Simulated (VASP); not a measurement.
A run of VASP 6.6.1 is set up as follows.

Contents of INCAR:

```
SYSTEM = SiAg
PREC     = Accurate       ! precision mode
ENCUT    = 600            ! plane-wave cutoff, eV
EDIFF    = 1E-6           ! SCF threshold, eV
ISMEAR   = 0              ! smearing method
SIGMA    = 0.1            ! smearing width, eV
LREAL    = .False.        ! projectors in reciprocal space
LASPH    = .True.         ! aspherical terms in the spheres
NELM     = 80             ! most SCF steps
ALGO     = Normal         ! electronic algorithm
ISIF     = 3              ! what is computed and relaxed
LWAVE    = .False.        ! write WAVECAR
LCHARG   = .False.        ! write CHGCAR
GGA      = PE             ! functional
IBRION   = 2              ! ionic algorithm
NSW      = 90             ! ionic steps
EDIFFG   = -0.04          ! ionic threshold
```

The input KPOINTS:

```
regular mesh
0
Gamma
  6 6 4
  0 0 0
```

POSCAR

```
SiAg
1.0
    3.6118365900      0.0000000000      0.0000000000
    0.0000000000      3.6118365900      0.0000000000
    0.0000000000      0.0000000000      5.1140247100
Si Ag
2 2
Direct
    0.5000000000      0.0000000000      0.8263217300
    0.0000000000      0.5000000000      0.1736782700
    0.5000000000      0.0000000000      0.2145335000
    0.0000000000      0.5000000000      0.7854665000
```

Potentials or basis: VASP PAW PBE potentials, release 64 (Si, Ag).

Command:

```bash
$ cat potpaw_PBE.64/Si/POTCAR potpaw_PBE.64/Ag/POTCAR > POTCAR
$ mpirun -np 1 vasp_std > vasp.out
```

Estimate the band gap on the k mesh.

zero (band 15 reaches 10.75 eV, above the bottom of band 16 at 6.82 eV).

Estimate the space group after relaxing (to 0.05 Å).

P4/nmm (No. 129).

Estimate the relaxed volume.

16.81 Å³/atom.

What does it give for the relaxed cell?

a = 3.561 Å, b = 3.561 Å, c = 5.302 Å, α = 90.00°, β = 90.00°, γ = 90.00°.

Forces on the atoms (eV/Å):
```
Si   0.000  0.000 -0.032
Si   0.000  0.000  0.032
Ag   0.000  0.000 -0.001
Ag   0.000  0.000  0.001
```
